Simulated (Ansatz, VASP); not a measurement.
## MgS in VASP and in Ansatz

File POSCAR:

```
MgS
1.0
    3.3268104640      0.0000000000      0.0000000000
    0.0000000000      3.3268104640      0.0000000000
    0.0000000000      0.0000000000      3.3268104640
Mg S
1 1
Direct
    0.0000000000      0.0000000000      0.0000000000
    0.5000000000      0.5000000000      0.5000000000
```

INCAR.step1

```
PREC = Accurate
ENCUT = 920
ISMEAR = -1
SIGMA = 0.02
LREAL = False
LASPH = True
NELM = 120
NBANDS = 15
GGA = PE
ALGO = Normal
EDIFF = 1E-5
LWAVE = True
LCHARG = False
GGA_COMPAT = False
```

INCAR.step2

```
PREC = Accurate
ENCUT = 920
EDIFF = 1E-6
ISMEAR = -1
SIGMA = 0.02
LREAL = False
LASPH = True
NELM = 120
ALGO = Normal
ISIF = 2
LWAVE = False
LCHARG = False
METAGGA = R2SCAN
LMIXTAU = True
NBANDS = 15
ISTART = 1
GGA_COMPAT = False
```

File KPOINTS:

```
regular mesh
0
Gamma
  6 6 6
```

Input for Ansatz:

```yaml
crystal:
  lattice:
    - [3.326810464, 0.0, 0.0]
    - [0.0, 3.326810464, 0.0]
    - [0.0, 0.0, 3.326810464]
  atoms:
    - { symbol: Mg, position: [0.0, 0.0, 0.0] }
    - { symbol: S, position: [0.5, 0.5, 0.5] }
kpoints:
  mp_grid: { grid: [6, 6, 6] }
hamiltonian:
  xc: r2scan
scf:
  occupations: { method: fermi_dirac, width: 0.02 }
  n_extra_bands: 4
output:
  forces: true
  stress: true
  eigenvalues: true
```

Alike in both runs: task single point; functional r2SCAN; k mesh 6 × 6 × 6; occupations fermi-dirac, width 0.02 eV; no spin polarisation.

```csv
,VASP,Ansatz
version,VASP 6.6.1,Ansatz 0.2.0
potentials or method,"VASP PAW PBE potentials, release 64 (Mg_sv, S)","plane waves, PAW"
plane-wave cutoff (eV),920,500
valence electrons in the cell,16,16
```

```tsv
	VASP	Ansatz	Ansatz less VASP
pressure (GPa)	-4.0	-3.9	+0.04
```

VASP's potentials were made for PBE, not for r2SCAN.
